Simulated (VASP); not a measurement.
# Cu (Fm-3m) in VASP: notebook, part 2 of 3

VASP 6.6.1. Earlier steps stand in the parts before.

## (3) Electric field gradients, PBE

This run uses another cell than the first one, of 11.81 Å³/atom, 1.020 times its volume.

File INCAR:

```
SYSTEM = Cu
PREC     = Accurate       ! precision mode
ENCUT    = 520            ! plane-wave cutoff, eV
EDIFF    = 1E-8           ! SCF threshold, eV
ISMEAR   = -1             ! smearing method
SIGMA    = 0.08           ! smearing width, eV
LREAL    = .False.        ! projectors in reciprocal space
LASPH    = .True.         ! aspherical terms in the spheres
NELM     = 80             ! most SCF steps
ALGO     = Normal         ! electronic algorithm
ISIF     = 2              ! what is computed and relaxed
LWAVE    = .False.        ! write WAVECAR
LCHARG   = .False.        ! write CHGCAR
GGA      = PE             ! functional
LEFG     = .True.       
NBANDS   = 12             ! bands
```

File KPOINTS:

```
regular mesh
0
Gamma
  19 19 19
  0 0 0
```

File POSCAR:

```
Cu
1.0
    0.0000000000      1.8075000000      1.8075000000
    1.8075000000      0.0000000000      1.8075000000
    1.8075000000      1.8075000000      0.0000000000
Cu
1
Direct
    0.0000000000      0.0000000000      0.0000000000
```

Potentials or basis: VASP PAW PBE potentials, release 64 (Cu).

Run with:

```console
$ cat potpaw_PBE.64/Cu/POTCAR > POTCAR
$ mpirun -np 1 vasp_std > vasp.out
```

OUTCAR:

```text
SYSTEM = Cu
   PREC = Accurate
   ENCUT = 520
   EDIFF = 1E-8
   ISMEAR = -1
   LREAL = .False.
   LASPH = .True.
   NELM = 80
   ISIF = 2
   GGA = PE

 ion  position               nearest neighbor table
   1  0.000  0.000  0.000-

  LATTYP: Found a face centered cubic cell.
 ALAT       =     3.6150000000

  Lattice vectors:

 A1 = (   0.0000000000,   1.8075000000,   1.8075000000)
 A2 = (   1.8075000000,   0.0000000000,   1.8075000000)
 A3 = (   1.8075000000,   1.8075000000,   0.0000000000)

Analysis of symmetry for initial positions (statically):
=====================================================================
 Subroutine PRICEL returns:
 Original cell was already a primitive cell.

 Routine SETGRP: Setting up the symmetry group for a
 face centered cubic supercell.

 Subroutine GETGRP returns: Found 48 space group operations
 (whereof 48 operations were pure point group operations)
 out of a pool of 48 trial point group operations.

The static configuration has the point symmetry O_h .

Analysis of symmetry for dynamics (positions and initial velocities):
=====================================================================
 Subroutine PRICEL returns:
 Original cell was already a primitive cell.

 Routine SETGRP: Setting up the symmetry group for a
 face centered cubic supercell.

 Subroutine GETGRP returns: Found 48 space group operations
 (whereof 48 operations were pure point group operations)
 out of a pool of 48 trial point group operations.

The dynamic configuration has the point symmetry O_h .

 Subroutine INISYM returns: Found 48 space group operations
 (whereof 48 operations are pure point group operations),
[... 151 lines left out ...]
      2       4.5526      2.00000
      3       4.5526      2.00000
      4       4.5526      2.00000
      5       5.3742      2.00000
      6       5.3742      2.00000
      7      30.1796      0.00000
      8      32.8235      0.00000
      9      32.8235      0.00000
     10      32.8235      0.00000
     11      35.3140      0.00000
     12      35.3140      0.00000
[... 331 lines left out ...]
 k-point    24 :      -0.2632    0.0526    0.0000
  band No.  band energies     occupation
      1       0.9067      2.00000
      2       4.2861      2.00000
      3       4.6771      2.00000
      4       4.7154      2.00000
      5       5.4298      2.00000
      6       5.6742      2.00000
      7      18.6362      0.00000
      8      27.4615      0.00000
      9      30.7312      0.00000
     10      31.8583      0.00000
     11      34.0696      0.00000
     12      35.4311      0.00000

 [... further k-points ...]
[... 5 lines left out ...]
  --------------------------------------------------------------------------------------
  -------------------------------------------------------------------------------------
  Total        0.1657404      0.1657404      0.1657404      0.0000000      0.0000000      0.0000000
  in kB       22.4840238     22.4840238     22.4840238      0.0000000      0.0000000      0.0000000
  external PRESSURE =      22.4840238 kB  Pullay stress =       0.0000000 kB

 VOLUME and BASIS-vectors are now :
 -----------------------------------------------------------------------------
  energy-cutoff  :      520.00
  volume of cell :       11.81
      direct lattice vectors                 reciprocal lattice vectors
     0.000000000  1.807500000  1.807500000    -0.276625173  0.276625173  0.276625173
     1.807500000  0.000000000  1.807500000     0.276625173 -0.276625173  0.276625173
     1.807500000  1.807500000  0.000000000     0.276625173  0.276625173 -0.276625173

 POSITION                                       TOTAL-FORCE (eV/Angst)
 -----------------------------------------------------------------------------------
      0.00000      0.00000      0.00000        -0.000000     -0.000000     -0.000000
 -----------------------------------------------------------------------------------
    total drift:                                0.000000     -0.000000      0.000000

  FREE ENERGIE OF THE ION-ELECTRON SYSTEM (eV)
  ---------------------------------------------------
  free  energy   TOTEN  =        -3.7283714559 eV

  energy  without entropy=       -3.7210342240  energy(sigma->0) =       -3.72470284

 Electric field gradients (V/A^2)
---------------------------------------------------------------------
 ion       V_xx      V_yy      V_zz      V_xy      V_xz      V_yz
---------------------------------------------------------------------
   1      -0.000    -0.000    -0.000     0.003     0.003     0.003
---------------------------------------------------------------------

 Electric field gradients after diagonalization (V/A^2)
 (convention: |V_zz| > |V_xx| > |V_yy|)
----------------------------------------------------------------------
 ion       V_xx      V_yy      V_zz     asymmetry (V_yy - V_xx)/ V_zz
----------------------------------------------------------------------
   1      -0.003    -0.003     0.005       0.000
----------------------------------------------------------------------

           NMR quadrupolar parameters

 Cq : quadrupolar parameter    Cq=e*Q*V_zz/h
 eta: asymmetry parameters     (V_yy - V_xx)/ V_zz
 Q  : nuclear electric quadrupole moment in mb (millibarn)
----------------------------------------------------------------------
 ion       Cq(MHz)       eta       Q (mb)
----------------------------------------------------------------------
   1       0.000       0.000       1.000
----------------------------------------------------------------------
```

OSZICAR:

```text
N       E                     dE             d eps       ncg     rms          rms(c)
DAV:   1     0.422352899891E+02    0.42235E+02   -0.53829E+03  5980   0.153E+03
DAV:   2    -0.331262308402E+01   -0.45548E+02   -0.42042E+02  5412   0.205E+02
DAV:   3    -0.462628365975E+01   -0.13137E+01   -0.13017E+01  6184   0.394E+01
DAV:   4    -0.463464253239E+01   -0.83589E-02   -0.83578E-02  5996   0.279E+00
DAV:   5    -0.463471825568E+01   -0.75723E-04   -0.75723E-04  6260   0.273E-01    0.769E+00
DAV:   6    -0.410971132527E+01    0.52501E+00   -0.14546E+01  6300   0.722E+01    0.394E+00
DAV:   7    -0.374107846790E+01    0.36863E+00   -0.23043E+00  6284   0.287E+01    0.593E-01
DAV:   8    -0.372982694400E+01    0.11252E-01   -0.43594E-03  5996   0.880E-01    0.288E-01
DAV:   9    -0.372836970835E+01    0.14572E-02   -0.89166E-03  6632   0.164E+00    0.291E-02
DAV:  10    -0.372837245027E+01   -0.27419E-05   -0.37325E-05  7824   0.980E-02    0.850E-03
DAV:  11    -0.372837132250E+01    0.11278E-05   -0.10064E-06  6592   0.182E-02    0.284E-04
DAV:  12    -0.372837140360E+01   -0.81096E-07   -0.12134E-08  4300   0.130E-03    0.107E-04
DAV:  13    -0.372837144998E+01   -0.46388E-07   -0.35968E-09  3632   0.825E-04    0.207E-05
DAV:  14    -0.372837146043E+01   -0.10448E-07   -0.32032E-10  3172   0.258E-04    0.860E-06
DAV:  15    -0.372837145586E+01    0.45684E-08   -0.96422E-11  3096   0.159E-04
   1 F= -.37283715E+01 E0= -.37247028E+01  d E =-.733723E-02
```

stdout:

```text
POSCAR found type information on POSCAR Cu
 POSCAR found :  1 types and       1 ions
 scaLAPACK will be used
 LDA part: xc-table for (Slater+PW92), standard interpolation
 POSCAR, INCAR and KPOINTS ok, starting setup
 FFT: planning ... GRIDC
 FFT: planning ... GRID_SOFT
 FFT: planning ... GRID
 WAVECAR not read
 entering main loop
ion   1
```

Wall time 22 s (1 thread of Intel Xeon Platinum 8375C at 2.90GHz (Ice Lake), shared host); peak memory 0.15 GiB.

Results:

- Free energy: -3.7284 eV
- Pressure: 2.2 GPa

Caveat: without QUAD_EFG the Cq values of the log hold for a quadrupole moment of 1 mb, not for the nuclei.

## (4) Electric field gradients, PBE (volume scaled by 1.01)

File INCAR:

```
ALGO = Normal
EDIFF = 1E-8
ENCUT = 520
GGA = PE
ISIF = 2
ISMEAR = -1
LASPH = True
LCHARG = False
LEFG = True
LREAL = False
LWAVE = False
NBANDS = 12
NELM = 60
PREC = Accurate
SIGMA = 0.08
```

File KPOINTS:

```
k-points
0
Gamma
  19 19 19
```

File POSCAR:

```
Cu
1.0
    0.0000000000      1.8135050275      1.8135050275
    1.8135050275      0.0000000000      1.8135050275
    1.8135050275      1.8135050275      0.0000000000
Cu
1
Direct
    0.0000000000      0.0000000000      0.0000000000
```

Potentials or basis: VASP PAW PBE potentials, release 64 (Cu).

Run with:

```console
$ cat potpaw_PBE.64/Cu/POTCAR > POTCAR
$ mpirun -np 1 vasp_std > vasp.out
```

OUTCAR:

```text
EDIFF = 1E-8
   ENCUT = 520
   GGA = PE
   ISIF = 2
   ISMEAR = -1
   LASPH = True
   LREAL = False
   NELM = 60
   PREC = Accurate

 ion  position               nearest neighbor table
   1  0.000  0.000  0.000-

  LATTYP: Found a face centered cubic cell.
 ALAT       =     3.6270100550

  Lattice vectors:

 A1 = (   0.0000000000,   1.8135050275,   1.8135050275)
 A2 = (   1.8135050275,   0.0000000000,   1.8135050275)
[... 565 lines left out ...]
    total drift:                               -0.000000     -0.000000     -0.000000

  FREE ENERGIE OF THE ION-ELECTRON SYSTEM (eV)
  ---------------------------------------------------
  free  energy   TOTEN  =        -3.7295520475 eV

  energy  without entropy=       -3.7221312426  energy(sigma->0) =       -3.72584165

 Electric field gradients (V/A^2)
---------------------------------------------------------------------
 ion       V_xx      V_yy      V_zz      V_xy      V_xz      V_yz
---------------------------------------------------------------------
   1      -0.000    -0.000    -0.000     0.003     0.003     0.003
---------------------------------------------------------------------

 Electric field gradients after diagonalization (V/A^2)
 (convention: |V_zz| > |V_xx| > |V_yy|)
----------------------------------------------------------------------
 ion       V_xx      V_yy      V_zz     asymmetry (V_yy - V_xx)/ V_zz
----------------------------------------------------------------------
   1      -0.003    -0.003     0.005       0.000
----------------------------------------------------------------------

           NMR quadrupolar parameters

 Cq : quadrupolar parameter    Cq=e*Q*V_zz/h
 eta: asymmetry parameters     (V_yy - V_xx)/ V_zz
 Q  : nuclear electric quadrupole moment in mb (millibarn)
----------------------------------------------------------------------
 ion       Cq(MHz)       eta       Q (mb)
----------------------------------------------------------------------
   1       0.000       0.000       1.000
----------------------------------------------------------------------
```

OSZICAR:

```text
N       E                     dE             d eps       ncg     rms          rms(c)
DAV:   1     0.432810822626E+02    0.43281E+02   -0.53850E+03  5848   0.153E+03
DAV:   2    -0.330504957945E+01   -0.46586E+02   -0.43264E+02  5408   0.205E+02
DAV:   3    -0.462281505397E+01   -0.13178E+01   -0.13076E+01  6252   0.393E+01
DAV:   4    -0.463142725427E+01   -0.86122E-02   -0.86109E-02  6008   0.282E+00
DAV:   5    -0.463150984540E+01   -0.82591E-04   -0.82590E-04  6332   0.281E-01    0.768E+00
DAV:   6    -0.411825209950E+01    0.51326E+00   -0.14674E+01  6332   0.723E+01    0.399E+00
DAV:   7    -0.374191976185E+01    0.37633E+00   -0.23446E+00  6308   0.288E+01    0.582E-01
DAV:   8    -0.373107491814E+01    0.10845E-01   -0.44390E-03  6044   0.931E-01    0.295E-01
DAV:   9    -0.372955076645E+01    0.15242E-02   -0.94033E-03  6584   0.168E+00    0.296E-02
DAV:  10    -0.372955298306E+01   -0.22166E-05   -0.39067E-05  7844   0.101E-01    0.850E-03
DAV:  11    -0.372955191712E+01    0.10659E-05   -0.97949E-07  6564   0.177E-02    0.296E-04
DAV:  12    -0.372955199274E+01   -0.75623E-07   -0.12337E-08  4292   0.134E-03    0.108E-04
DAV:  13    -0.372955203920E+01   -0.46454E-07   -0.35458E-09  3716   0.803E-04    0.193E-05
DAV:  14    -0.372955204749E+01   -0.82930E-08   -0.33775E-10  3160   0.265E-04
   1 F= -.37295520E+01 E0= -.37258416E+01  d E =-.742080E-02
```

stdout:

```text
POSCAR found type information on POSCAR Cu
 POSCAR found :  1 types and       1 ions
 scaLAPACK will be used
 LDA part: xc-table for (Slater+PW92), standard interpolation
 POSCAR, INCAR and KPOINTS ok, starting setup
 FFT: planning ... GRIDC
 FFT: planning ... GRID_SOFT
 FFT: planning ... GRID
 WAVECAR not read
 entering main loop
ion   1
```

It took 32 s on 1 thread of AMD EPYC 7R13, shared host; peak memory 0.11 GiB.

Results:

```yaml
Free_energy: -3.7296 eV
Pressure: 0.8 GPa
```

Caveat: the cell differs from its parent crystal (volume scaled by 1.01); without QUAD_EFG the Cq values of the log hold for a quadrupole moment of 1 mb, not for the nuclei.

## (5) Electric field gradients, PBE (volume scaled by 1.01)

File INCAR:

```
SYSTEM = Cu
ALGO = Normal
EDIFF = 1E-8
ENCUT = 520
GGA = PE
ISIF = 2
ISMEAR = -1
LASPH = .TRUE.
LCHARG = .FALSE.
LEFG = .TRUE.
LREAL = .FALSE.
LWAVE = .FALSE.
NBANDS = 12
NELM = 100
PREC = Accurate
SIGMA = 0.08
```

File KPOINTS:

```
k-points
0
G
  19 19 19
  0 0 0
```

POSCAR is that of step 4.

Potentials or basis: VASP PAW PBE potentials, release 64 (Cu).

Run with:

```console
$ cat potpaw_PBE.64/Cu/POTCAR > POTCAR
$ mpirun -np 1 vasp_std > vasp.out
```

OUTCAR:

```text
SYSTEM = Cu
   EDIFF = 1E-8
   ENCUT = 520
   GGA = PE
   ISIF = 2
   ISMEAR = -1
   LASPH = .TRUE.
   LREAL = .FALSE.
   NELM = 100
   PREC = Accurate

 ion  position               nearest neighbor table
   1  0.000  0.000  0.000-

  LATTYP: Found a face centered cubic cell.
 ALAT       =     3.6270100550

  Lattice vectors:

 A1 = (   0.0000000000,   1.8135050275,   1.8135050275)
 A2 = (   1.8135050275,   0.0000000000,   1.8135050275)
 A3 = (   1.8135050275,   1.8135050275,   0.0000000000)

[... 563 lines left out ...]
    total drift:                               -0.000000     -0.000000     -0.000000

  FREE ENERGIE OF THE ION-ELECTRON SYSTEM (eV)
  ---------------------------------------------------
  free  energy   TOTEN  =        -3.7295520475 eV

  energy  without entropy=       -3.7221312426  energy(sigma->0) =       -3.72584165

 Electric field gradients (V/A^2)
---------------------------------------------------------------------
 ion       V_xx      V_yy      V_zz      V_xy      V_xz      V_yz
---------------------------------------------------------------------
   1      -0.000    -0.000    -0.000     0.003     0.003     0.003
---------------------------------------------------------------------

 Electric field gradients after diagonalization (V/A^2)
 (convention: |V_zz| > |V_xx| > |V_yy|)
----------------------------------------------------------------------
 ion       V_xx      V_yy      V_zz     asymmetry (V_yy - V_xx)/ V_zz
----------------------------------------------------------------------
   1      -0.003    -0.003     0.005       0.000
----------------------------------------------------------------------

           NMR quadrupolar parameters

 Cq : quadrupolar parameter    Cq=e*Q*V_zz/h
 eta: asymmetry parameters     (V_yy - V_xx)/ V_zz
 Q  : nuclear electric quadrupole moment in mb (millibarn)
----------------------------------------------------------------------
 ion       Cq(MHz)       eta       Q (mb)
----------------------------------------------------------------------
   1       0.000       0.000       1.000
----------------------------------------------------------------------
```

Run time: 38 s. Hardware: 1 thread of AMD EPYC 7R13, shared host; peak memory 0.12 GiB.

What came out:

```
Free energy : -3.7296 eV
Pressure    : 0.8 GPa
```

Caveat: the cell differs from its parent crystal (volume scaled by 1.01); without QUAD_EFG the Cq values of the log hold for a quadrupole moment of 1 mb, not for the nuclei.

[end of part 2 of 3]
